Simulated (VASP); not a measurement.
# Al3CrB (Pm-3m) in VASP: notebook, part 2 of 2

VASP 6.6.1. Earlier steps stand in the parts before.

## (3) Single point, PBE, collinear spin, ferromagnetic start

This run uses another cell than the first one, of 14.75 Å³/atom, 1.240 times its volume.

File INCAR:

```
SYSTEM = Al3CrB
ALGO = Normal ; EDIFF = 1E-6
ENCUT = 500 ; GGA = PE
GGA_COMPAT = .False. ; ISIF = 2
ISMEAR = 0 ; ISPIN = 2
LASPH = .True. ; LCHARG = .False.
LMAXMIX = 4 ; LORBIT = 11
LREAL = .False. ; LWAVE = .False.
MAGMOM = 0 0 0 4.03 0.19 ; NBANDS = 24
NELM = 200 ; PREC = Accurate
SIGMA = 0.1
```

File KPOINTS:

```
k-points
0
Gamma
  10 10 10
  0 0 0
```

File POSCAR:

```
Al3CrB
1.0
    4.1939436300      0.0000000000      0.0000000000
    0.0000000000      4.1939436300      0.0000000000
    0.0000000000      0.0000000000      4.1939436300
Al Cr B
3 1 1
Direct
    0.0000000000      0.5000000000      0.0000000000
    0.0000000000      0.0000000000      0.5000000000
    0.5000000000      0.0000000000      0.0000000000
    0.5000000000      0.5000000000      0.5000000000
    0.0000000000      0.0000000000      0.0000000000
```

Potentials or basis: VASP PAW PBE potentials, release 64 (Al, Cr_pv, B).

Run with:

```
cat potpaw_PBE.64/Al/POTCAR potpaw_PBE.64/Cr_pv/POTCAR potpaw_PBE.64/B/POTCAR > POTCAR
mpirun -np 1 vasp_std > vasp.out
```

OUTCAR:

```text
SYSTEM = Al3CrB
   EDIFF = 1E-6
   ENCUT = 500
   GGA = PE
   ISIF = 2
   ISMEAR = 0
   ISPIN = 2
   LASPH = .True.
   LORBIT = 11
   LREAL = .False.
   NELM = 200
   PREC = Accurate

 ion  position               nearest neighbor table
   1  0.000  0.500  0.000-   5 2.10   5 2.10   4 2.97   2 2.97   2 2.97   4 2.97   2 2.97   3 2.97
                             3 2.97   2 2.97   3 2.97   4 2.97   4 2.97   3 2.97
   2  0.000  0.000  0.500-   5 2.10   5 2.10   4 2.97   1 2.97   1 2.97   3 2.97   3 2.97   1 2.97
                             4 2.97   1 2.97   3 2.97   4 2.97   3 2.97   4 2.97
   3  0.500  0.000  0.000-   5 2.10   5 2.10   4 2.97   1 2.97   2 2.97   4 2.97   1 2.97   4 2.97
                             4 2.97   1 2.97   2 2.97   2 2.97   2 2.97   1 2.97
   4  0.500  0.500  0.500-   1 2.97   2 2.97   3 2.97   1 2.97   3 2.97   2 2.97   3 2.97   3 2.97
                             1 2.97   2 2.97   1 2.97   2 2.97
   5  0.000  0.000  0.000-   1 2.10   2 2.10   3 2.10   2 2.10   1 2.10   3 2.10

  LATTYP: Found a simple cubic cell.
 ALAT       =     4.1939436300

  Lattice vectors:

 A1 = (   4.1939436300,   0.0000000000,   0.0000000000)
 A2 = (   0.0000000000,   4.1939436300,   0.0000000000)
 A3 = (   0.0000000000,   0.0000000000,   4.1939436300)

Analysis of symmetry for initial positions (statically):
=====================================================================
 Subroutine PRICEL returns:
 Original cell was already a primitive cell.

 Routine SETGRP: Setting up the symmetry group for a
 simple cubic supercell.

 Subroutine GETGRP returns: Found 48 space group operations
 (whereof 48 operations were pure point group operations)
 out of a pool of 48 trial point group operations.

The static configuration has the point symmetry O_h .

Analysis of symmetry for dynamics (positions and initial velocities):
=====================================================================
 Subroutine PRICEL returns:
 Original cell was already a primitive cell.

 Routine SETGRP: Setting up the symmetry group for a
 simple cubic supercell.

 Subroutine GETGRP returns: Found 48 space group operations
 (whereof 48 operations were pure point group operations)
 out of a pool of 48 trial point group operations.

The dynamic configuration has the point symmetry O_h .

Analysis of structural, dynamic, and magnetic symmetry:
=====================================================================
 Subroutine PRICEL returns:
 Original cell was already a primitive cell.

 Routine SETGRP: Setting up the symmetry group for a
 simple cubic supercell.

 Subroutine GETGRP returns: Found 48 space group operations
 (whereof 48 operations were pure point group operations)
 out of a pool of 48 trial point group operations.

The overall configuration has the point symmetry O_h .

 Subroutine INISYM returns: Found 48 space group operations
 (whereof 48 operations are pure point group operations),
 and found     1 'primitive' translations

----------------------------------------------------------------------------------------

                                     Primitive cell

  volume of cell :      73.7680

  direct lattice vectors                    reciprocal lattice vectors
     4.193943630  0.000000000  0.000000000     0.238439066  0.000000000  0.000000000
[... 91 lines left out ...]
   NELM   =    200;   NELMIN=  2; NELMDL= -5     # of ELM steps
   EDIFF  = 0.1E-05   stopping-criterion for ELM
   LREAL  =      F    real-space projection
   EDIFFG = 0.1E-04   stopping-criterion for IOM
   NSW    =      0    number of steps for IOM
   IBRION =     -1    ionic relax: 0-MD 1-quasi-New 2-CG
   NFREE  =      0    steps in history (QN), initial steepest desc. (CG)
   ISIF   =      2    stress and relaxation
   ISYM   =      2    0-nonsym 1-usesym 2-fastsym
   POTIM  = 0.5000    time-step for ionic-motion
   TEBEG  =    0.0;   TEEND  =   0.0 temperature during run
   PSTRESS=    0.0 pullay stress
   NELECT =      24.0000    total number of electrons
   NUPDOWN=      -1.0000    fix difference up-down
   EMIN   =  10.00;   EMAX   =-10.00  energy-range for DOS
   EFERMI =   0.00;   METHOD = LEGACY
   ISMEAR =     0;   SIGMA  =   0.10  broadening in eV -4-tet -1-fermi 0-gaus
   EFERMI_NEDOS =   21; number of points for ismear=-14 and -15
   IALGO  =     38    algorithm
   IMIX   =      4    mixing-type and parameters
     AMIX     =   0.40;   BMIX     =  1.00
     AMIX_MAG =   1.60;   BMIX_MAG =  1.00
  volume/ion in A,a.u.               =      14.75        99.56
  Fermi-wavevector in a.u.,A,eV,Ry     =   1.125959  2.127754 17.249250  1.267784
  Thomas-Fermi vector in A             =   2.262639
   LORBIT       =     11    0 simple, 1 ext, 2 COOP (PROOUT), +10 PAW based schemes
   GGA     = PE    functional components
   LHFCALC =     F    Hartree Fock is set to
   AEXX    =    0.0000 exact exchange contribution
   IVDW    =     0    specifies the selected vdW correction
   LEPSILON=     F    determine dielectric tensor
   LRPA    =     F    only Hartree local field effects (RPA)
 spin polarized calculation
 Gauss-broadening in eV      SIGMA  =   0.10
  energy-cutoff  :      500.00
  volume of cell :       73.77
 maximum number of plane-waves:      1888
 NGX is ok and might be reduce to    32
   NGX = 15   NGY = 15   NGZ = 15

 number of electron      24.0000014 magnetization       3.7597490

 Free energy of the ion-electron system (eV)
  ---------------------------------------------------
  ext. energy  EPLUGINS =         0.00000000
  ---------------------------------------------------
  free energy    TOTEN  =       -25.13794094 eV

  energy without entropy =      -25.12537468  energy(sigma->0) =      -25.13165781

 E-fermi :   7.6521     XC(G=0): -10.5667

 val. band max:        7.6381922733   @ k =   0.4000   0.3000   0.1000
 cond. band min:       7.6574596982   @ k =   0.5000   0.2000   0.0000
 fundamental gap:      0.0192674250
 Fermi energy:         7.6520558946

 spin component 1

 k-point     1 :       0.0000    0.0000    0.0000
  band No.  band energies     occupation
      1     -36.2885      1.00000
      2     -36.2885      1.00000
      3     -36.2885      1.00000
      4      -4.1776      1.00000
      5       3.0634      1.00000
      6       3.0634      1.00000
[... 637 lines left out ...]
     23      14.8746      0.00000
     24      15.5090      0.00000

 [... further k-points ...]

 spin component 2

 k-point     1 :       0.0000    0.0000    0.0000
  band No.  band energies     occupation
      1     -32.8846      1.00000
      2     -32.8846      1.00000
      3     -32.8846      1.00000
      4      -4.0866      1.00000
      5       3.1497      1.00000
      6       3.1497      1.00000
[... 637 lines left out ...]
     23      16.2074      0.00000
     24      17.1566      0.00000

 [... further k-points ...]
[... 5 lines left out ...]
  --------------------------------------------------------------------------------------
  -------------------------------------------------------------------------------------
  Total       -0.0218836     -0.0218836     -0.0218836      0.0000000     -0.0000000     -0.0000000
  in kB       -0.4752922     -0.4752922     -0.4752922      0.0000000     -0.0000000     -0.0000000
  external PRESSURE =      -0.4752922 kB  Pullay stress =       0.0000000 kB

 VOLUME and BASIS-vectors are now :
 -----------------------------------------------------------------------------
  energy-cutoff  :      500.00
  volume of cell :       73.77
      direct lattice vectors                 reciprocal lattice vectors
     4.193943630  0.000000000  0.000000000     0.238439066  0.000000000  0.000000000
     0.000000000  4.193943630  0.000000000     0.000000000  0.238439066  0.000000000
     0.000000000  0.000000000  4.193943630     0.000000000  0.000000000  0.238439066

 POSITION                                       TOTAL-FORCE (eV/Angst)
 -----------------------------------------------------------------------------------
      0.00000      2.09697      0.00000         0.000000      0.000000      0.000000
      0.00000      0.00000      2.09697         0.000000      0.000000      0.000000
      2.09697      0.00000      0.00000         0.000000      0.000000      0.000000
      2.09697      2.09697      2.09697         0.000000      0.000000      0.000000
      0.00000      0.00000      0.00000         0.000000      0.000000      0.000000
 -----------------------------------------------------------------------------------
    total drift:                                0.000000      0.000000     -0.000000

  FREE ENERGIE OF THE ION-ELECTRON SYSTEM (eV)
  ---------------------------------------------------
  free  energy   TOTEN  =       -25.1379409405 eV

  energy  without entropy=      -25.1253746840  energy(sigma->0) =      -25.13165781

 total charge

# of ion       s       p       d       tot
------------------------------------------
    1        0.386   0.368   0.000   0.755
    2        0.386   0.368   0.000   0.755
    3        0.386   0.368   0.000   0.755
    4        0.300   6.140   4.143  10.583
    5        0.785   1.228   0.000   2.013
--------------------------------------------------
tot          2.245   8.472   4.143  14.860

 magnetization (x)

# of ion       s       p       d       tot
------------------------------------------
    1       -0.021  -0.013   0.000  -0.034
    2       -0.021  -0.013   0.000  -0.034
    3       -0.021  -0.013   0.000  -0.034
    4        0.074   0.028   3.368   3.470
    5        0.009   0.095   0.000   0.105
--------------------------------------------------
tot          0.020   0.085   3.368   3.473
```

Wall time 2 min (1 thread of Intel Xeon Platinum 8259CL at 2.50GHz (Skylake/Cascade Lake), shared host); peak memory 0.29 GiB.

Results:

| Quantity | Value |
| --- | --- |
| Free energy | -25.1379 eV |
| Pressure | 0.0 GPa |
| Net moment | 3.76 μB per cell |
| Site moments | Al -0.03; Cr +3.47; B +0.10 μB |
| Valence electrons inside the program's atomic spheres | Al 0.76; Cr 10.58; B 2.01 |

Levels at points of the mesh, in eV from the Fermi level:
Spin up:
| k point | band 10 | band 11 | band 12 | band 13 | band 14 | band 15 | band 16 | band 17 | band 18 | band 19 |
| --- | --- | --- | --- | --- | --- | --- | --- | --- | --- | --- |
| (0.00, 0.00, 0.00) | -3.18 | -1.42 | -1.42 | -1.42 | 1.06 | 1.06 | 3.15 | 3.15 | 3.15 | 5.02 |
| (0.50, 0.00, 0.00) | -1.33 | -1.09 | -0.95 | -0.95 | -0.09 | 0.06 | 0.12 | 0.12 | 3.30 | 5.87 |
| (0.50, 0.50, 0.00) | -2.05 | -1.98 | -1.05 | -0.99 | 0.95 | 0.95 | 1.77 | 3.04 | 3.04 | 3.53 |
| (0.50, 0.50, 0.50) | -3.48 | -1.18 | -0.96 | -0.96 | -0.77 | -0.77 | -0.77 | 5.70 | 5.70 | 5.70 |
Spin down:
```csv
k point,band 7,band 8,band 9,band 10,band 11,band 12,band 13,band 14
"(0.00, 0.00, 0.00)",-4.50,-3.00,-2.47,-2.47,1.27,1.27,1.27,3.15
"(0.50, 0.00, 0.00)",-4.07,-1.77,-0.98,-0.07,0.33,0.33,0.53,1.50
"(0.50, 0.50, 0.00)",-4.47,-3.40,-0.65,-0.34,-0.34,1.18,1.18,1.64
"(0.50, 0.50, 0.50)",-6.40,-3.36,-3.36,-3.36,-0.02,1.84,1.84,1.84
```

Caveat: a cell with one magnetic atom can't hold antiferromagnetic order, which such compounds often take.
